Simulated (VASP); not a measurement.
# TiO2 (Ima2) in VASP: single point with r2SCAN+U

Aim: the single point of TiO2 with r2SCAN+U.

Everything below comes from runs of VASP 6.6.1. Logs are shortened: lines on timing, memory, paths and dates and some standing lists are left out, and cuts for length are marked.

**1. The cell of the first run**

Symmetry: Ima2, No. 46, orthorhombic system. The conventional cell has a = 3.797 Å, b = 9.661 Å, c = 3.797 Å, α = 90.00°, β = 90.00°, γ = 90.00°. Ti (site symmetry m) has 6 O at 1.69 to 2.20 Å within 2.3 Å. O (site symmetry m) has 3 Ti at 1.69 to 2.20 Å within 2.3 Å. Within 2.6 Å of O (site symmetry m) lie 3 Ti at 1.96 to 2.01 Å and 2 O at 2.46 Å.

**2. Single point, r2SCAN+U (all O atoms moved +0.263 Å, as atom 3 along Cartesian [0 1 0])**

Input file POSCAR:

```
TiO2
1.0
   -1.8983179345      1.8983179345      4.8307008956
    1.8983179345     -1.8983179345      4.8307008956
    1.8983179345      1.8983179345     -4.8307008956
Ti O
2 4
Direct
    0.0000000000      0.0000000000      0.0000000000
    0.7500000000      0.2500000000      0.5000000000
    0.2752538026      0.2061136456      0.0691401570
    1.0252538026      0.4561136456      0.5691401570
    0.6130265114      0.0438863544      0.5691401570
    0.8630265114      0.7938863544      0.0691401570
```

Input file INCAR.step1:

```
SYSTEM = TiO2
PREC = Accurate ; ENCUT = 520
ISMEAR = 0 ; SIGMA = 0.05
LREAL = .False. ; LASPH = .True.
NELM = 150 ; LMAXMIX = 4
LDAU = .True. ; LDAUTYPE = 2
LDAUL = 2 -1 ; LDAUU = 4 0
LDAUJ = 0 0 ; NBANDS = 33
GGA = PE ; ALGO = Normal
EDIFF = 1E-4 ; LWAVE = .True.
LCHARG = .False.
```

Input file INCAR.step2:

```
SYSTEM = TiO2
PREC = Accurate ; ENCUT = 520
EDIFF = 1E-6 ; ISMEAR = 0
SIGMA = 0.05 ; LREAL = .False.
LASPH = .True. ; NELM = 150
ALGO = Normal ; ISIF = 2
LWAVE = .False. ; LCHARG = .False.
LMAXMIX = 4 ; LDAU = .True.
LDAUTYPE = 2 ; LDAUL = 2 -1
LDAUU = 4 0 ; LDAUJ = 0 0
LDAUPRINT = 1 ; METAGGA = R2SCAN
LMIXTAU = .True. ; NBANDS = 33
ISTART = 1
```

Input file KPOINTS:

```
regular mesh
0
Gamma
  8 8 8
  0 0 0
```

Potentials or basis: VASP PAW PBE potentials, release 64 (Ti_sv, O).

On the command line:

```console
> cat potpaw_PBE.64/Ti_sv/POTCAR potpaw_PBE.64/O/POTCAR > POTCAR
> cp INCAR.step1 INCAR
> mpirun -np 1 vasp_std > vasp.out
> cp INCAR.step2 INCAR
> mpirun -np 1 vasp_std > vasp.out
```

OUTCAR:

```text
SYSTEM = TiO2
   PREC = Accurate
   ENCUT = 520
   EDIFF = 1E-6
   ISMEAR = 0
   LREAL = .False.
   LASPH = .True.
   NELM = 150
   ISIF = 2
   METAGGA = R2SCAN
   ISTART = 1

 ion  position               nearest neighbor table
   1  0.000  0.000  0.000-   5 1.69   4 1.96   4 1.96   6 2.01   3 2.01   5 2.20
   2  0.750  0.250  0.500-   3 1.69   6 1.96   6 1.96   5 2.01   4 2.01   3 2.20
   3  0.275  0.206  0.069-   2 1.69   1 2.01   2 2.20
   4  0.025  0.456  0.569-   1 1.96   1 1.96   2 2.01
   5  0.613  0.044  0.569-   1 1.69   2 2.01   1 2.20
   6  0.863  0.794  0.069-   2 1.96   2 1.96   1 2.01

  LATTYP: Found a body centered tetragonal cell.
 ALAT       =     3.7966358690
 C/A-ratio  =     2.5447269964

  Lattice vectors:

 A1 = (  -1.8983179345,   1.8983179345,   4.8307008956)
 A2 = (   1.8983179345,  -1.8983179345,   4.8307008956)
 A3 = (   1.8983179345,   1.8983179345,  -4.8307008956)

Analysis of symmetry for initial positions (statically):
=====================================================================
 Subroutine PRICEL returns:
 Original cell was already a primitive cell.

 Routine SETGRP: Setting up the symmetry group for a
 body centered tetragonal supercell.

 Subroutine GETGRP returns: Found  4 space group operations
 (whereof  2 operations were pure point group operations)
 out of a pool of 16 trial point group operations.

The static configuration has the point symmetry C_1h.
 The point group associated with its full space group is C_2v.

Analysis of symmetry for dynamics (positions and initial velocities):
=====================================================================
 Subroutine PRICEL returns:
 Original cell was already a primitive cell.

 Routine SETGRP: Setting up the symmetry group for a
 body centered tetragonal supercell.

 Subroutine GETGRP returns: Found  4 space group operations
 (whereof  2 operations were pure point group operations)
 out of a pool of 16 trial point group operations.

The dynamic configuration has the point symmetry C_1h.
 The point group associated with its full space group is C_2v.

 Subroutine INISYM returns: Found  4 space group operations
 (whereof  2 operations are pure point group operations),
 and found     1 'primitive' translations

----------------------------------------------------------------------------------------

                                     Primitive cell

  volume of cell :      69.6319

  direct lattice vectors                    reciprocal lattice vectors
    -1.898317935  1.898317935  4.830700896     0.000000000  0.263391074  0.103504649
     1.898317935 -1.898317935  4.830700896     0.263391074  0.000000000  0.103504649
     1.898317935  1.898317935 -4.830700896     0.263391074  0.263391074  0.000000000

  length of vectors
     5.526562503  5.526562503  5.526562503     0.282998357  0.282998357  0.372491229

  position of ions in fractional coordinates (direct lattice)
     0.000000000  0.000000000  0.000000000
     0.750000000  0.250000000  0.500000000
     0.275253803  0.206113646  0.069140157
     0.025253803  0.456113646  0.569140157
     0.613026511  0.043886354  0.569140157
     0.863026511  0.793886354  0.069140157

  ion indices of the primitive-cell ions
   primitive index   ion index
                 1           1
                 2           2
                 3           3
                 4           4
                 5           5
                 6           6

----------------------------------------------------------------------------------------

 KPOINTS: regular mesh

Automatic generation of k-mesh.
 Grid dimensions read from file:
 generate k-points for:    8    8    8

[... 62 lines left out ...]
   NELM   =    150;   NELMIN=  2; NELMDL=  0     # of ELM steps
   EDIFF  = 0.1E-05   stopping-criterion for ELM
   LREAL  =      F    real-space projection
[... 7 lines left out ...]
   TEBEG  =    0.0;   TEEND  =   0.0 temperature during run
   PSTRESS=    0.0 pullay stress
   NELECT =      48.0000    total number of electrons
   NUPDOWN=      -1.0000    fix difference up-down
   EMIN   =  10.00;   EMAX   =-10.00  energy-range for DOS
   EFERMI =   0.00;   METHOD = LEGACY
   ISMEAR =     0;   SIGMA  =   0.05  broadening in eV -4-tet -1-fermi 0-gaus
   EFERMI_NEDOS =   21; number of points for ismear=-14 and -15
   IALGO  =     38    algorithm
   IMIX   =      4    mixing-type and parameters
     AMIX     =   0.40;   BMIX     =  1.00
     AMIX_MAG =   1.60;   BMIX_MAG =  1.00
  volume/ion in A,a.u.               =      11.61        78.32
  Fermi-wavevector in a.u.,A,eV,Ry     =   1.446170  2.732864 28.455313  2.091407
  Thomas-Fermi vector in A             =   2.564269
   LORBIT       =      0    0 simple, 1 ext, 2 COOP (PROOUT), +10 PAW based schemes
 LDA+U is selected, type is set to LDAUTYPE =  2
   angular momentum for each species LDAUL =     2   -1
   U (eV)           for each species LDAUU =   4.0  0.0
   J (eV)           for each species LDAUJ =   0.0  0.0
   METAGGA = R2SCAN    functional components
   LHFCALC =     F    Hartree Fock is set to
   AEXX    =    0.0000 exact exchange contribution
   IVDW    =     0    specifies the selected vdW correction
   LEPSILON=     F    determine dielectric tensor
   LRPA    =     F    only Hartree local field effects (RPA)
 non-spin polarized calculation
 Gauss-broadening in eV      SIGMA  =   0.05
  energy-cutoff  :      520.00
  volume of cell :       69.63
 maximum number of plane-waves:      1888
 NGX is ok and might be reduce to    42
   NGX = 21   NGY = 21   NGZ = 21

atom =   1  type =  1  l = 2

 onsite density matrix

spin component  1

  0.1232  0.0000  0.0000 -0.0207  0.0000
  0.0000  0.1365  0.0258  0.0000  0.0485
  0.0000  0.0258  0.2317  0.0000  0.0186
 -0.0207  0.0000  0.0000  0.0846  0.0000
  0.0000  0.0485  0.0186  0.0000  0.2738

spin component  2

  0.1232  0.0000  0.0000 -0.0207  0.0000
  0.0000  0.1365  0.0258  0.0000  0.0485
  0.0000  0.0258  0.2317  0.0000  0.0186
 -0.0207  0.0000  0.0000  0.0846  0.0000
  0.0000  0.0485  0.0186  0.0000  0.2738

 occupancies and eigenvectors

  o =  0.0756  v = -0.3988  0.0000  0.0000 -0.9170  0.0000  0.0000  0.0000  0.0000  0.0000  0.0000      0.0000  0.0000  0.0000  0.0000  0.0000  0.0000  0.0000  0.0000  0.0000  0.0000
  o =  0.0756  v =  0.0000  0.0000  0.0000  0.0000  0.0000 -0.3988  0.0000  0.0000 -0.9170  0.0000      0.0000  0.0000  0.0000  0.0000  0.0000  0.0000  0.0000  0.0000  0.0000  0.0000
  o =  0.1178  v =  0.0000 -0.9466  0.1699  0.0000  0.2741  0.0000  0.0000  0.0000  0.0000  0.0000      0.0000  0.0000  0.0000  0.0000  0.0000  0.0000  0.0000  0.0000  0.0000  0.0000
  o =  0.1178  v =  0.0000  0.0000  0.0000  0.0000  0.0000  0.0000 -0.9466  0.1699  0.0000  0.2741      0.0000  0.0000  0.0000  0.0000  0.0000  0.0000  0.0000  0.0000  0.0000  0.0000
  o =  0.1322  v =  0.0000  0.0000  0.0000  0.0000  0.0000 -0.9170  0.0000 -0.0000  0.3988  0.0000      0.0000  0.0000  0.0000  0.0000  0.0000  0.0000  0.0000  0.0000  0.0000  0.0000
  o =  0.1322  v = -0.9170  0.0000 -0.0000  0.3988  0.0000  0.0000  0.0000  0.0000  0.0000  0.0000      0.0000  0.0000  0.0000  0.0000  0.0000  0.0000  0.0000  0.0000  0.0000  0.0000
  o =  0.2250  v =  0.0000  0.0000  0.0000  0.0000  0.0000  0.0000 -0.0492 -0.9161 -0.0000  0.3980      0.0000  0.0000  0.0000  0.0000  0.0000  0.0000  0.0000  0.0000  0.0000  0.0000
  o =  0.2250  v =  0.0000 -0.0492 -0.9161 -0.0000  0.3980  0.0000  0.0000  0.0000  0.0000  0.0000      0.0000  0.0000  0.0000  0.0000  0.0000  0.0000  0.0000  0.0000  0.0000  0.0000
  o =  0.2992  v =  0.0000 -0.3187 -0.3632 -0.0000 -0.8755  0.0000  0.0000  0.0000  0.0000  0.0000      0.0000  0.0000  0.0000  0.0000  0.0000  0.0000  0.0000  0.0000  0.0000  0.0000
  o =  0.2992  v =  0.0000  0.0000  0.0000  0.0000  0.0000  0.0000 -0.3187 -0.3632 -0.0000 -0.8755      0.0000  0.0000  0.0000  0.0000  0.0000  0.0000  0.0000  0.0000  0.0000  0.0000

atom =   2  type =  1  l = 2

 onsite density matrix

spin component  1

  0.1232  0.0000 -0.0000  0.0207  0.0000
  0.0000  0.1365 -0.0258 -0.0000 -0.0485
 -0.0000 -0.0258  0.2317  0.0000  0.0186
  0.0207 -0.0000  0.0000  0.0846  0.0000
  0.0000 -0.0485  0.0186  0.0000  0.2738

spin component  2

  0.1232  0.0000 -0.0000  0.0207  0.0000
  0.0000  0.1365 -0.0258 -0.0000 -0.0485
 -0.0000 -0.0258  0.2317  0.0000  0.0186
  0.0207 -0.0000  0.0000  0.0846  0.0000
  0.0000 -0.0485  0.0186  0.0000  0.2738

 occupancies and eigenvectors

  o =  0.0756  v = -0.3988  0.0000 -0.0000  0.9170  0.0000  0.0000  0.0000  0.0000  0.0000  0.0000      0.0000  0.0000  0.0000  0.0000  0.0000  0.0000  0.0000  0.0000  0.0000  0.0000
  o =  0.0756  v =  0.0000  0.0000  0.0000  0.0000  0.0000 -0.3988  0.0000 -0.0000  0.9170  0.0000      0.0000  0.0000  0.0000  0.0000  0.0000  0.0000  0.0000  0.0000  0.0000  0.0000
  o =  0.1178  v =  0.0000  0.9466  0.1699  0.0000  0.2741  0.0000  0.0000  0.0000  0.0000  0.0000      0.0000  0.0000  0.0000  0.0000  0.0000  0.0000  0.0000  0.0000  0.0000  0.0000
  o =  0.1178  v =  0.0000  0.0000  0.0000  0.0000  0.0000  0.0000  0.9466  0.1699  0.0000  0.2741      0.0000  0.0000  0.0000  0.0000  0.0000  0.0000  0.0000  0.0000  0.0000  0.0000
  o =  0.1322  v =  0.0000  0.0000  0.0000  0.0000  0.0000 -0.9170  0.0000  0.0000 -0.3988  0.0000      0.0000  0.0000  0.0000  0.0000  0.0000  0.0000  0.0000  0.0000  0.0000  0.0000
  o =  0.1322  v = -0.9170  0.0000  0.0000 -0.3988  0.0000  0.0000  0.0000  0.0000  0.0000  0.0000      0.0000  0.0000  0.0000  0.0000  0.0000  0.0000  0.0000  0.0000  0.0000  0.0000
  o =  0.2250  v =  0.0000  0.0000  0.0000  0.0000  0.0000  0.0000  0.0492 -0.9161 -0.0000  0.3980      0.0000  0.0000  0.0000  0.0000  0.0000  0.0000  0.0000  0.0000  0.0000  0.0000
  o =  0.2250  v =  0.0000  0.0492 -0.9161 -0.0000  0.3980  0.0000  0.0000  0.0000  0.0000  0.0000      0.0000  0.0000  0.0000  0.0000  0.0000  0.0000  0.0000  0.0000  0.0000  0.0000
  o =  0.2992  v =  0.0000  0.3187 -0.3632 -0.0000 -0.8755  0.0000  0.0000  0.0000  0.0000  0.0000      0.0000  0.0000  0.0000  0.0000  0.0000  0.0000  0.0000  0.0000  0.0000  0.0000
  o =  0.2992  v =  0.0000  0.0000  0.0000  0.0000  0.0000  0.0000  0.3187 -0.3632 -0.0000 -0.8755      0.0000  0.0000  0.0000  0.0000  0.0000  0.0000  0.0000  0.0000  0.0000  0.0000

 number of electron      47.9999999 magnetization

 Free energy of the ion-electron system (eV)
  ---------------------------------------------------
  ext. energy  EPLUGINS =         0.00000000
  ---------------------------------------------------
  free energy    TOTEN  =       -63.61665522 eV

  energy without entropy =      -63.61665522  energy(sigma->0) =      -63.61665522

 E-fermi :   3.3041     XC(G=0): -11.3196

 val. band max:        2.9175161223   @ k =   0.5000   0.3750  -0.0000
 cond. band min:       6.4809733223   @ k =   0.5000   0.5000   0.5000
 fundamental gap:      3.5634572000
 Fermi energy:         3.3041358031

 k-point     1 :       0.0000    0.0000    0.0000
  band No.  band energies     occupation
      1     -56.1804      2.00000
      2     -56.1268      2.00000
      3     -31.5895      2.00000
      4     -31.5315      2.00000
      5     -31.4059      2.00000
      6     -31.2449      2.00000
[... 853 lines left out ...]
     32      10.0578      0.00000
     33      10.8102      0.00000

 [... further k-points ...]

------------------------ aborting loop because EDIFF is reached ----------------------------------------

  FORCE on cell =-STRESS in cart. coord.  units (eV):
  Direction    XX          YY          ZZ          XY          YZ          ZX
  --------------------------------------------------------------------------------------
  -------------------------------------------------------------------------------------
  Total        1.0926320     14.4389087      3.0713207      0.0000000      0.0000000      0.0000000
  in kB       25.1406476    332.2285197     70.6687988      0.0000000      0.0000000      0.0000000
  external PRESSURE =     142.6793220 kB  Pullay stress =       0.0000000 kB

 VOLUME and BASIS-vectors are now :
 -----------------------------------------------------------------------------
  energy-cutoff  :      520.00
  volume of cell :       69.63
      direct lattice vectors                 reciprocal lattice vectors
    -1.898317935  1.898317935  4.830700896     0.000000000  0.263391074  0.103504649
     1.898317935 -1.898317935  4.830700896     0.263391074  0.000000000  0.103504649
     1.898317935  1.898317935 -4.830700896     0.263391074  0.263391074  0.000000000

 POSITION                                       TOTAL-FORCE (eV/Angst)
 -----------------------------------------------------------------------------------
      0.00000      0.00000      0.00000        -0.000000      4.903978     -1.527121
     -0.00000      1.89832      2.41535        -0.000000      4.903978      1.527121
      0.00000      0.26250      1.99135        -0.000000     -4.260042     -0.492670
      1.89832      0.26250     -0.42400        -0.000000     -0.643935      0.271077
      0.00000      2.16082      0.42400         0.000000     -4.260042      0.492670
     -0.00000      0.26250      7.67006        -0.000000     -0.643935     -0.271077
 -----------------------------------------------------------------------------------
    total drift:                               -0.000000      0.000640      0.000001

  FREE ENERGIE OF THE ION-ELECTRON SYSTEM (eV)
  ---------------------------------------------------
  free  energy   TOTEN  =       -63.6166552202 eV

  energy  without entropy=      -63.6166552202  energy(sigma->0) =      -63.61665522
```

It took 56 min on 1 thread of Intel Xeon 8259CL, shared host; peak memory 0.39 GiB.

Results:

```
Free energy            : -63.6167 eV
Pressure               : 14.3 GPa
Largest force          : 5.136 eV/Å
Band gap on the k mesh : 3.56 eV (least direct gap 3.71 eV)
```

Forces on the atoms (eV/Å):
```
Ti   0.000  4.904 -1.527
Ti   0.000  4.904  1.527
O    0.000 -4.260 -0.493
O    0.000 -0.644  0.271
O    0.000 -4.260  0.493
O    0.000 -0.644 -0.271
```

Stress tensor (GPa, compression positive):
```
 2.51  0.00  0.00
 0.00 33.22  0.00
 0.00  0.00  7.07
```

Levels at points of the mesh, in eV from the valence-band top:
| k point | band 21 | band 22 | band 23 | band 24 | band 25 | band 26 | band 27 | band 28 |
| --- | --- | --- | --- | --- | --- | --- | --- | --- |
| (0.00, 0.00, 0.00) | -1.11 | -0.87 | -0.66 | -0.28 | 4.09 | 4.28 | 4.84 | 5.52 |
| (0.50, 0.00, 0.00) | -1.46 | -0.74 | -0.51 | -0.48 | 4.32 | 4.62 | 4.85 | 5.12 |
| (0.00, 0.50, 0.00) | -1.39 | -1.06 | -0.90 | -0.77 | 4.48 | 4.65 | 5.23 | 5.30 |
| (0.50, 0.50, 0.00) | -1.77 | -1.77 | -0.03 | -0.03 | 4.64 | 4.64 | 5.24 | 5.24 |
| (0.50, 0.50, 0.50) | -1.23 | -1.10 | -0.66 | -0.14 | 3.56 | 4.74 | 5.17 | 5.23 |

Eigenvalues of the final occupation matrices:
```tsv
site	spin	trace	eigenvalues
site 1 d	1	0.85	0.08 0.12 0.13 0.23 0.30
site 1 d	2	0.85	0.08 0.12 0.13 0.23 0.30
site 2 d	1	0.85	0.08 0.12 0.13 0.23 0.30
site 2 d	2	0.85	0.08 0.12 0.13 0.23 0.30
```

Caveat: the cell differs from its parent crystal (all O atoms moved +0.263 Å, as atom 3 along Cartesian [0 1 0]); the stress differs along the axes, from 3 to 33 GPa; the PAW data sets were made with another functional, which shifts forces and pressure a little.
